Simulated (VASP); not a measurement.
BaTaH4: relaxation of cell and atoms with PBE

BaTaH4:

```
Ba Ta H
1.0
     3.05369    0.00000    0.00000
     0.00000    3.23619    0.00000
     0.00000    0.00000    6.86003
Ba Ta H
1 1 4
Direct
  0.00000 0.00000 0.96677
  0.00000 0.50000 0.44646
  0.50000 0.00000 0.37368
  0.50000 0.50000 0.85433
  0.50000 0.50000 0.24968
  0.50000 0.00000 0.60909
```

| Property | Result |
| --- | --- |
| Program | VASP 6.6.1 |
| Task | relaxation of cell and atoms |
| Functional | PBE |
| Potentials or basis | VASP PAW PBE potentials, release 64 (Ba_sv, Ta_pv, H) |
| Cutoff | 600 eV |
| k mesh | 6 × 6 × 4 |
| Occupations | gaussian, width 0.1 eV |
| Spin | no spin polarisation |
| Dipole correction | no |
| Further INCAR settings | ALGO = Normal; EDIFF = 1e-06; IBRION = 2; EDIFFG = -0.04; NSW = 90; ISIF = 3 |

```json
{
  "Relaxed volume": "11.53 Å³/atom",
  "Relaxed cell": "a = 3.036 Å, b = 3.312 Å, c = 6.879 Å, α = 90.00°, β = 90.00°, γ = 90.00°",
  "Space group after relaxing (to 0.1 Å)": "Pmm2 (No. 25)",
  "Energy gained by relaxing": "3.9 meV/atom",
  "Ionic steps": "8",
  "Pressure after relaxing": "-0.3 GPa",
  "Largest force after relaxing": "0.034 eV/Å",
  "Band gap on the k mesh": "zero (an odd number of electrons rules out a gap without spin polarisation)"
}
```

Forces in eV/Å, atoms in the order of the input:
```
Ba   0.000  0.000 -0.005
Ta   0.000  0.000  0.018
H    0.000  0.000 -0.007
H    0.000  0.000 -0.034
H    0.000  0.000  0.028
H    0.000  0.000  0.001
```

Stress tensor (GPa, compression positive):
```
-0.29  0.00  0.00
 0.00 -0.35  0.00
 0.00  0.00 -0.15
```

The path:
| step | energy change (eV) | largest force (eV/Å) | pressure (GPa) | volume (Å³) |
| --- | --- | --- | --- | --- |
| 1 | 0.0000 | 0.1728 | 1.89 | 67.79 |
| 2 | -0.0154 | 0.1171 | 0.18 | 69.11 |
| 3 | -0.0166 | 0.1047 | -0.46 | 69.64 |
| 4 | -0.0196 | 0.0839 | -0.25 | 69.50 |
| 5 | -0.0207 | 0.0630 | -0.02 | 69.35 |
| 6 | -0.0207 | 0.0608 | 0.00 | 69.33 |
| 7 | -0.0217 | 0.0456 | -0.06 | 69.30 |
| 8 | -0.0231 | 0.0340 | -0.26 | 69.18 |

Final structure:
```
Ba Ta H
1.0
     3.03605    0.00000    0.00000
     0.00000    3.31240    0.00000
     0.00000    0.00000    6.87920
Ba Ta H
1 1 4
Direct
  0.00000 0.00000 0.97380
  0.00000 0.50000 0.45050
  0.50000 0.00000 0.37368
  0.50000 0.50000 0.84979
  0.50000 0.50000 0.24773
  0.50000 0.00000 0.60450
```

Levels at points of the mesh, in eV from the Fermi level:
| k point | band 9 | band 10 | band 11 | band 12 | band 13 | band 14 | band 15 | band 16 |
| --- | --- | --- | --- | --- | --- | --- | --- | --- |
| (0.00, 0.00, 0.00) | -5.10 | -4.71 | -2.47 | -1.97 | -0.25 | 0.68 | 1.54 | 2.32 |
| (0.50, 0.00, 0.00) | -5.96 | -3.48 | -2.39 | -0.88 | -0.50 | 0.70 | 1.40 | 1.44 |
| (0.00, 0.50, 0.00) | -6.53 | -3.96 | -3.94 | -1.71 | 0.80 | 0.85 | 1.48 | 1.90 |
| (0.50, 0.50, 0.00) | -6.08 | -4.94 | -2.14 | -0.76 | -0.11 | 0.93 | 1.02 | 1.35 |
| (0.00, 0.00, 0.50) | -6.21 | -3.81 | -2.83 | -1.94 | -0.27 | 0.85 | 1.60 | 2.58 |
| (0.50, 0.00, 0.50) | -5.55 | -3.14 | -2.82 | -0.49 | -0.20 | 0.48 | 0.66 | 1.54 |
| (0.00, 0.50, 0.50) | -6.61 | -4.61 | -3.32 | -1.98 | 0.76 | 0.84 | 1.72 | 1.86 |
| (0.50, 0.50, 0.50) | -6.28 | -4.52 | -1.21 | -1.21 | -1.14 | 0.03 | 0.70 | 2.33 |

It took 5.5 min on 1 thread of Intel Xeon 8259CL (shared host), peak memory 0.25 GiB.

Caveat: spin-orbit coupling is left out, which moves the levels of the heavy elements.
